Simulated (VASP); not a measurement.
# KF (Carobbiite) (Fm-3m) in VASP: notebook

Aim: see how the results for KF (Carobbiite) move with the level of theory and the settings. Levels: PBE0, PBE-based screened hybrid. Tasks: single point.

Program: VASP 6.6.1. These are calculated values, not measurements. Logs are shortened: lines on timing, memory, paths and dates and some standing lists are left out, and cuts for length are marked.

## (1) The cell of the first run

The structure is cubic, space group Fm-3m (No. 225). The conventional cell has a = 5.318 Å, b = 5.318 Å, c = 5.318 Å, α = 90.00°, β = 90.00°, γ = 90.00°. K (site symmetry m-3m) has 6 F at 2.66 Å within 3.5 Å. F (site symmetry m-3m) has 6 K at 2.66 Å within 3.5 Å.

## (2) Single point, PBE0

The input, POSCAR:

```
KF
1.0
    0.0000000000      2.6589566634      2.6589566634
    2.6589566634      0.0000000000      2.6589566634
    2.6589566634      2.6589566634      0.0000000000
K F
1 1
Direct
    0.0000000000      0.0000000000      0.0000000000
    0.5000000000      0.5000000000      0.5000000000
```

The input, INCAR.step1:

```
  PREC = Accurate
  ENCUT = 520
  EDIFF = 1E-5
  ISMEAR = 0
  SIGMA = 0.01
  LREAL = False
  LASPH = True
  NELM = 80
  ALGO = Normal
  ISIF = 2
  LWAVE = True
  LCHARG = False
  NBANDS = 15
  GGA = PE
```

The input, INCAR.step2:

```
  PREC = Accurate
  ENCUT = 520
  EDIFF = 1E-7
  ISMEAR = 0
  SIGMA = 0.01
  LREAL = False
  LASPH = True
  NELM = 80
  ALGO = Normal
  ISIF = 2
  LWAVE = False
  LCHARG = False
  GGA = PE
  LHFCALC = True
  AEXX = 0.25
  PRECFOCK = Normal
  NBANDS = 15
  ISTART = 1
```

The input, KPOINTS:

```
regular mesh
0
Gamma
  4 4 4
```

Potentials or basis: VASP PAW PBE potentials, release 64 (K_sv, F).

On the command line:

```bash
> cat potpaw_PBE.64/K_sv/POTCAR potpaw_PBE.64/F/POTCAR > POTCAR
> cp INCAR.step1 INCAR
> mpirun -np 1 vasp_std > vasp.out
> cp INCAR.step2 INCAR
> mpirun -np 1 vasp_std > vasp.out
```

OUTCAR:

```text
PREC = Accurate
   ENCUT = 520
   EDIFF = 1E-7
   ISMEAR = 0
   LREAL = False
   LASPH = True
   NELM = 80
   ISIF = 2
   GGA = PE
   LHFCALC = True
   AEXX = 0.25
   PRECFOCK = Normal
   ISTART = 1

 ion  position               nearest neighbor table
   1  0.000  0.000  0.000-   2 2.66   2 2.66   2 2.66   2 2.66   2 2.66   2 2.66
   2  0.500  0.500  0.500-   1 2.66   1 2.66   1 2.66   1 2.66   1 2.66   1 2.66

  LATTYP: Found a face centered cubic cell.
 ALAT       =     5.3179133268

  Lattice vectors:

 A1 = (   0.0000000000,   2.6589566634,   2.6589566634)
 A2 = (   2.6589566634,   0.0000000000,   2.6589566634)
 A3 = (   2.6589566634,   2.6589566634,   0.0000000000)

Analysis of symmetry for initial positions (statically):
=====================================================================
 Subroutine PRICEL returns:
 Original cell was already a primitive cell.

 Routine SETGRP: Setting up the symmetry group for a
 face centered cubic supercell.

 Subroutine GETGRP returns: Found 48 space group operations
 (whereof 48 operations were pure point group operations)
 out of a pool of 48 trial point group operations.

The static configuration has the point symmetry O_h .

Analysis of symmetry for dynamics (positions and initial velocities):
=====================================================================
 Subroutine PRICEL returns:
 Original cell was already a primitive cell.

 Routine SETGRP: Setting up the symmetry group for a
 face centered cubic supercell.

 Subroutine GETGRP returns: Found 48 space group operations
 (whereof 48 operations were pure point group operations)
 out of a pool of 48 trial point group operations.

The dynamic configuration has the point symmetry O_h .

 Subroutine INISYM returns: Found 48 space group operations
 (whereof 48 operations are pure point group operations),
 and found     1 'primitive' translations

----------------------------------------------------------------------------------------

                                     Primitive cell

  volume of cell :      37.5979

  direct lattice vectors                    reciprocal lattice vectors
     0.000000000  2.658956663  2.658956663    -0.188043682  0.188043682  0.188043682
     2.658956663  0.000000000  2.658956663     0.188043682 -0.188043682  0.188043682
     2.658956663  2.658956663  0.000000000     0.188043682  0.188043682 -0.188043682

  length of vectors
     3.760332575  3.760332575  3.760332575     0.325701210  0.325701210  0.325701210

  position of ions in fractional coordinates (direct lattice)
     0.000000000  0.000000000  0.000000000
     0.500000000  0.500000000  0.500000000

  ion indices of the primitive-cell ions
   primitive index   ion index
                 1           1
                 2           2

----------------------------------------------------------------------------------------

 KPOINTS: regular mesh

Automatic generation of k-mesh.
 Grid dimensions read from file:
 generate k-points for:    4    4    4

 Generating k-lattice:

  Cartesian coordinates                     Fractional coordinates (reciprocal lattice)
    -0.047010920  0.047010920  0.047010920     0.250000000  0.000000000  0.000000000
     0.047010920 -0.047010920  0.047010920     0.000000000  0.250000000  0.000000000
     0.047010920  0.047010920 -0.047010920     0.000000000  0.000000000  0.250000000

  Length of vectors
     0.081425303  0.081425303  0.081425303

  Shift w.r.t. Gamma in fractional coordinates (k-lattice)
     0.000000000  0.000000000  0.000000000

 Subroutine IBZKPT returns following result:
 ===========================================

 Found      8 irreducible k-points:

 Following reciprocal coordinates:
            Coordinates               Weight
  0.000000  0.000000  0.000000      1.000000
  0.250000  0.000000  0.000000      8.000000
  0.500000  0.000000  0.000000      4.000000
  0.250000  0.250000  0.000000      6.000000
  0.500000  0.250000  0.000000     24.000000
 -0.250000  0.250000  0.000000     12.000000
  0.500000  0.500000  0.000000      3.000000
 -0.250000  0.500000  0.250000      6.000000
   k-points           NKPTS =      8   k-points in BZ     NKDIM =     64   number of bands    NBANDS=     15
   number of dos      NEDOS =    301   number of ions     NIONS =      2
   total plane-waves  NPLWV =  21952
   dimension x,y,z NGX =    28 NGY =   28 NGZ =   28
   dimension x,y,z NGXF=    56 NGYF=   56 NGZF=   56
   ions per type =               1   1
   NGX,Y,Z   is equivalent  to a cutoff of  12.38, 12.38, 12.38 a.u.
   NGXF,Y,Z  is equivalent  to a cutoff of  24.76, 24.76, 24.76 a.u.
 SYSTEM =  unknown system
   PREC   = accura    normal or accurate (medium, high low for compatibility)
   ISTART =      1    job   : 0-new  1-cont  2-samecut
   ICHARG =      0    charge: 1-file 2-atom 10-const
   ISPIN  =      1    spin polarized calculation?
   LNONCOLLINEAR =      F non collinear calculations
   LSORBIT =      F    spin-orbit coupling
   LASPH  =      T    aspherical Exc in radial PAW
   ENCUT  =  520.0 eV  38.22 Ry    6.18 a.u.   6.99  6.99  6.99*2*pi/ulx,y,z
   NELM   =     80;   NELMIN=  2; NELMDL=  0     # of ELM steps
   EDIFF  = 0.1E-06   stopping-criterion for ELM
   LREAL  =      F    real-space projection
   EDIFFG = 0.1E-05   stopping-criterion for IOM
   NSW    =      0    number of steps for IOM
   IBRION =     -1    ionic relax: 0-MD 1-quasi-New 2-CG
   NFREE  =      0    steps in history (QN), initial steepest desc. (CG)
   ISIF   =      2    stress and relaxation
   ISYM   =      3    0-nonsym 1-usesym 2-fastsym
   POTIM  = 0.5000    time-step for ionic-motion
   TEBEG  =    0.0;   TEEND  =   0.0 temperature during run
   PSTRESS=    0.0 pullay stress
   NELECT =      16.0000    total number of electrons
   NUPDOWN=      -1.0000    fix difference up-down
   EMIN   =  10.00;   EMAX   =-10.00  energy-range for DOS
   EFERMI =   0.00;   METHOD = LEGACY
   ISMEAR =     0;   SIGMA  =   0.01  broadening in eV -4-tet -1-fermi 0-gaus
   EFERMI_NEDOS =   21; number of points for ismear=-14 and -15
   IALGO  =     38    algorithm
   IMIX   =      1    mixing-type and parameters
     AMIX     =   0.40;   BMIX     =  1.00
     AMIX_MAG =   1.60;   BMIX_MAG =  1.00
  volume/ion in A,a.u.               =      18.80       126.86
  Fermi-wavevector in a.u.,A,eV,Ry     =   1.231384  2.326979 20.630609  1.516307
  Thomas-Fermi vector in A             =   2.366196
   LORBIT       =      0    0 simple, 1 ext, 2 COOP (PROOUT), +10 PAW based schemes
   GGA     = PE    functional components
   LHFCALC =     T    Hartree Fock is set to
   PRECFOCK=normal    Normal, Fast or Accurate (Low or Medium for compatibility)
   ENCUT4O =  -1.0   cutoff for four orbital integrals eV
   NKREDX  =     1    reduce k-point grid by
   NKREDY  =     1    reduce k-point grid by
   NKREDZ  =     1    reduce k-point grid by
   AEXX    =    0.2500 exact exchange contribution
   HFSCREEN=    0.0000 screening length (either q_TF or 0.3 A-1)
   HFSCREENC=   0.0000 screening length for correlation (either q_TF or 0.3 A-1)
   ENCUTFOCK=  -1.0 apply spherical cutoff to Coloumb kernel
   IVDW    =     0    specifies the selected vdW correction
   LEPSILON=     F    determine dielectric tensor
   LRPA    =     F    only Hartree local field effects (RPA)
 non-spin polarized calculation
 Gauss-broadening in eV      SIGMA  =   0.01
  energy-cutoff  :      520.00
  volume of cell :       37.60
 maximum number of plane-waves:      1036
  NGX = 24; NGY = 24; NGZ = 24

 number of electron      16.0000010 magnetization

 Free energy of the ion-electron system (eV)
  ---------------------------------------------------
  ext. energy  EPLUGINS =         0.00000000
  ---------------------------------------------------
  free energy    TOTEN  =       -10.49703549 eV

  energy without entropy =      -10.49703549  energy(sigma->0) =      -10.49703549

 E-fermi :  -4.6836     XC(G=0):  -6.6075

 val. band max:       -4.7785257169   @ k =   0.0000   0.0000   0.0000
 cond. band min:       4.2548476886   @ k =   0.0000   0.0000   0.0000
 fundamental gap:      9.0333734056
 Fermi energy:        -4.6836438967

 k-point     1 :       0.0000    0.0000    0.0000
  band No.  band energies     occupation
      1     -32.3878      2.00000
      2     -24.9853      2.00000
      3     -14.2584      2.00000
      4     -14.2584      2.00000
      5     -14.2584      2.00000
      6      -4.7785      2.00000
      7      -4.7785      2.00000
      8      -4.7785      2.00000
      9       4.2548      0.00000
     10       9.0904      0.00000
     11       9.0904      0.00000
     12       9.0904      0.00000
     13      10.9478      0.00000
     14      10.9478      0.00000
     15      14.9807      0.00000

 k-point     2 :       0.2500    0.0000    0.0000
  band No.  band energies     occupation
      1     -32.3340      2.00000
      2     -25.0339      2.00000
      3     -14.4005      2.00000
      4     -14.2750      2.00000
      5     -14.2750      2.00000
      6      -5.2172      2.00000
      7      -4.9650      2.00000
      8      -4.9650      2.00000
      9       5.8169      0.00000
     10       8.3810      0.00000
     11       9.8919      0.00000
     12       9.8919      0.00000
     13      11.6003      0.00000
     14      11.6003      0.00000
     15      17.1823      0.00000
[... 77 lines left out ...]
      3     -14.8723      2.00000
      4     -14.4922      2.00000
      5     -14.4922      2.00000
      6      -4.9715      2.00000
      7      -4.8296      2.00000
      8      -4.8295      2.00000
      9       6.3534      0.00000
     10       8.7391      0.00000
     11      10.0713      0.00000
     12      12.3670      0.00000
     13      13.0602      0.00000
     14      13.0602      0.00000
     15      14.5100      0.00000

 k-point     8 :      -0.2500    0.5000    0.2500
  band No.  band energies     occupation
      1     -32.2533      2.00000
      2     -25.0361      2.00000
      3     -14.6840      2.00000
      4     -14.6840      2.00000
      5     -14.3447      2.00000
      6      -5.2054      2.00000
      7      -4.9286      2.00000
      8      -4.9286      2.00000
      9       7.9738      0.00000
     10       7.9738      0.00000
     11       9.7200      0.00000
     12      12.0772      0.00000
     13      13.0717      0.00000
     14      13.5380      0.00000
     15      14.7953      0.00000

------------------------ aborting loop because EDIFF is reached ----------------------------------------

  FORCE on cell =-STRESS in cart. coord.  units (eV):
  Direction    XX          YY          ZZ          XY          YZ          ZX
  --------------------------------------------------------------------------------------
  -------------------------------------------------------------------------------------
  Total        0.2270590      0.2270590      0.2270590     -0.0000000      0.0000000     -0.0000000
  in kB        9.6757682      9.6757682      9.6757682     -0.0000000      0.0000000     -0.0000000
  external PRESSURE =       9.6757682 kB  Pullay stress =       0.0000000 kB

 VOLUME and BASIS-vectors are now :
 -----------------------------------------------------------------------------
  energy-cutoff  :      520.00
  volume of cell :       37.60
      direct lattice vectors                 reciprocal lattice vectors
     0.000000000  2.658956663  2.658956663    -0.188043682  0.188043682  0.188043682
     2.658956663  0.000000000  2.658956663     0.188043682 -0.188043682  0.188043682
     2.658956663  2.658956663  0.000000000     0.188043682  0.188043682 -0.188043682

 POSITION                                       TOTAL-FORCE (eV/Angst)
 -----------------------------------------------------------------------------------
      0.00000      0.00000      0.00000         0.000000     -0.000000     -0.000000
      2.65896      2.65896      2.65896        -0.000000      0.000000      0.000000
 -----------------------------------------------------------------------------------
    total drift:                               -0.000000     -0.000000     -0.000000

  FREE ENERGIE OF THE ION-ELECTRON SYSTEM (eV)
  ---------------------------------------------------
  free  energy   TOTEN  =       -10.4970354886 eV

  energy  without entropy=      -10.4970354886  energy(sigma->0) =      -10.49703549
```

Run time: 8.5 min. Hardware: 1 thread of Intel Xeon Platinum 8259CL at 2.50GHz (Skylake/Cascade Lake), shared host; peak memory 0.17 GiB.

Results:

```yaml
Free_energy: -10.4970 eV
Pressure: 1.0 GPa
Band_gap_on_the_k_mesh: 9.03 eV, direct
```

Levels at points of the mesh, in eV from the valence-band top:
| k point | band 4 | band 5 | band 6 | band 7 | band 8 | band 9 | band 10 | band 11 | band 12 | band 13 |
| --- | --- | --- | --- | --- | --- | --- | --- | --- | --- | --- |
| (0.00, 0.00, 0.00) | -9.48 | -9.48 | 0.00 | 0.00 | 0.00 | 9.03 | 13.87 | 13.87 | 13.87 | 15.73 |
| (0.50, 0.00, 0.00) | -9.51 | -9.51 | -0.81 | -0.37 | -0.37 | 12.08 | 13.57 | 15.44 | 15.44 | 17.94 |
| (0.50, 0.50, 0.00) | -9.71 | -9.71 | -0.19 | -0.05 | -0.05 | 11.13 | 13.52 | 14.85 | 17.15 | 17.84 |

Caveat: the k points lie up to 0.51 Å⁻¹ apart; the PAW data sets were made with another functional, which shifts forces and pressure a little.

## (3) Single point, PBE-based screened hybrid

POSCAR is that of step 2.

The input, INCAR.step1:

```
SYSTEM = KF
  PREC = Accurate
  ENCUT = 520
  EDIFF = 1E-5
  ISMEAR = 0
  SIGMA = 0.01
  LREAL = .False.
  LASPH = .True.
  NELM = 100
  ALGO = Normal
  ISIF = 2
  LWAVE = .True.
  LCHARG = .False.
  GGA = PE
  NBANDS = 15
```

The input, INCAR.step2:

```
SYSTEM = KF
  PREC = Accurate
  ENCUT = 520
  EDIFF = 1E-7
  ISMEAR = 0
  SIGMA = 0.01
  LREAL = .False.
  LASPH = .True.
  NELM = 100
  ALGO = Normal
  ISIF = 2
  LWAVE = .False.
  LCHARG = .False.
  GGA = PE
  LHFCALC = .True.
  AEXX = 1.0
  HFSCREEN = 0.3
  PRECFOCK = Normal
  ISTART = 1
  NBANDS = 15
  ALDAC = 1.0
  AGGAC = 1.0
```

The input, KPOINTS:

```
regular mesh
0
Gamma
  4 4 4
  0 0 0
```

Potentials or basis: VASP PAW PBE potentials, release 64 (K_sv, F).

On the command line:

```bash
> cat potpaw_PBE.64/K_sv/POTCAR potpaw_PBE.64/F/POTCAR > POTCAR
> cp INCAR.step1 INCAR
> mpirun -np 1 vasp_std > vasp.out
> cp INCAR.step2 INCAR
> mpirun -np 1 vasp_std > vasp.out
```

It took 14 min on 1 thread of Intel Xeon Platinum 8259CL at 2.50GHz (Skylake/Cascade Lake), shared host; peak memory 0.27 GiB.

Results (log left out):

| Quantity | Value |
| --- | --- |
| Free energy | -14.6681 eV |
| Pressure | -1.5 GPa |
| Band gap on the k mesh | 13.52 eV, direct |

Levels at points of the mesh, in eV from the valence-band top:
```tsv
k point	band 5	band 6	band 7	band 8	band 9	band 10	band 11	band 12
(0.00, 0.00, 0.00)	-9.51	0.00	0.00	0.00	13.52	19.08	19.08	19.08
(0.50, 0.00, 0.00)	-9.52	-0.71	-0.35	-0.35	16.75	18.14	21.00	21.00
(0.50, 0.50, 0.00)	-9.76	-0.09	-0.02	-0.02	15.82	18.73	19.48	23.26
```

Caveat: the k points lie up to 0.51 Å⁻¹ apart; the PAW data sets were made with another functional, which shifts forces and pressure a little.

## (4) Single point, PBE-based screened hybrid

POSCAR is that of step 3.

The input, INCAR.step1:

```
SYSTEM = KF
PREC = Accurate
ENCUT = 520
EDIFF = 1E-5
ISMEAR = 0
SIGMA = 0.01
LREAL = .FALSE.
LASPH = .TRUE.
NELM = 60
ALGO = Normal
ISIF = 2
LWAVE = .TRUE.
LCHARG = .FALSE.
GGA = PE
NBANDS = 15
```

The input, INCAR.step2:

```
SYSTEM = KF
PREC = Accurate
ENCUT = 520
EDIFF = 1E-7
ISMEAR = 0
SIGMA = 0.01
LREAL = .FALSE.
LASPH = .TRUE.
NELM = 60
ALGO = Normal
ISIF = 2
LWAVE = .FALSE.
LCHARG = .FALSE.
GGA = PE
LHFCALC = .TRUE.
AEXX = 0.4
HFSCREEN = 0.2078
PRECFOCK = Normal
ISTART = 1
NBANDS = 15
```

The input, KPOINTS:

```
regular mesh
0
G
  4 4 4
  0 0 0
```

On the command line:

```bash
> cat potpaw_PBE.64/K_sv/POTCAR potpaw_PBE.64/F/POTCAR > POTCAR
> cp INCAR.step1 INCAR
> mpirun -np 1 vasp_std > vasp.out
> cp INCAR.step2 INCAR
> mpirun -np 1 vasp_std > vasp.out
```

It took 9.9 min on 1 thread of Intel Xeon Platinum 8259CL at 2.50GHz (Skylake/Cascade Lake), shared host; peak memory 0.27 GiB.

Results (log left out):

* Free energy: -11.0067 eV
* Pressure: 0.6 GPa
* Band gap on the k mesh: 9.48 eV, direct

Levels at points of the mesh, in eV from the valence-band top:
```tsv
k point	band 6	band 7	band 8	band 9	band 10	band 11
(0.00, 0.00, 0.00)	0.00	0.00	0.00	9.48	14.48	14.48
(0.50, 0.00, 0.00)	-0.79	-0.36	-0.36	12.58	14.04	16.13
(0.50, 0.50, 0.00)	-0.18	-0.05	-0.05	11.63	14.14	15.34
```

Caveat: the k points lie up to 0.51 Å⁻¹ apart; the PAW data sets were made with another functional, which shifts forces and pressure a little.

(Part 1 of 2 ends here.)
